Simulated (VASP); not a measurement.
## AlNi: single point with PBEsol

AlNi:

```
CELL_PARAMETERS angstrom
2.90962 0.00000 0.00000
0.00000 2.90962 0.00000
0.00000 0.00000 2.90962
ATOMIC_POSITIONS crystal
Al 0.00000 0.00000 0.99336
Ni 0.50000 0.50000 0.50305
```

This cell differs from its parent crystal: atoms displaced along a vibrational mode, the cell strained.

```yaml
Program: VASP 6.6.1
Task: single point
Functional: PBEsol
Potentials_or_basis: VASP PAW PBE potentials, release 64 (Al, Ni)
Cutoff: 520 eV
k_mesh: 16 × 16 × 16
Occupations: gaussian, width 0.15 eV
Spin: no spin polarisation
```

```json
{
  "Pressure": "-7.8 GPa",
  "Largest force": "0.144 eV/Å",
  "Band gap on the k mesh": "zero (an odd number of electrons rules out a gap without spin polarisation)"
}
```

Forces on the atoms (eV/Å):
```
Al   0.000  0.000  0.144
Ni   0.000  0.000 -0.144
```

Levels at points of the mesh, in eV from the Fermi level:
| k point | band 3 | band 4 | band 5 | band 6 | band 7 | band 8 | band 9 | band 10 | band 11 | band 12 |
| --- | --- | --- | --- | --- | --- | --- | --- | --- | --- | --- |
| (0.00, 0.00, 0.00) | -3.10 | -1.49 | -1.49 | -1.49 | 5.37 | 5.37 | 5.37 | 8.05 | 8.05 | 13.19 |
| (0.50, 0.00, 0.00) | -2.65 | -2.16 | -2.16 | -1.40 | -0.63 | 8.26 | 9.84 | 9.84 | 10.60 | 10.61 |
| (0.00, 0.00, 0.50) | -2.65 | -2.16 | -2.16 | -1.40 | -0.63 | 8.26 | 9.84 | 9.84 | 10.61 | 10.61 |
| (0.50, 0.50, 0.00) | -2.80 | -2.80 | -1.99 | -1.99 | -0.98 | 1.40 | 2.35 | 11.96 | 14.81 | 14.81 |
| (0.00, 0.50, 0.50) | -2.80 | -2.80 | -2.00 | -1.99 | -0.98 | 1.40 | 2.35 | 11.96 | 14.89 | 14.89 |
| (0.50, 0.50, 0.50) | -3.95 | -0.95 | -0.95 | 2.00 | 2.00 | 2.00 | 3.46 | 4.35 | 4.35 | 4.35 |

Run time: 39 s on 1 thread of Intel(R) Xeon(R) 6975P-C (Granite Rapids) (shared host), peak memory 0.25 GiB.

Caveat: the cell differs from its parent crystal (atoms displaced along a vibrational mode, the cell strained); the cell stands under tension; the PAW data sets were made with another functional, which shifts forces and pressure a little. Spin polarisation is off, so any magnetic state and its effect on volume and gap are missing.
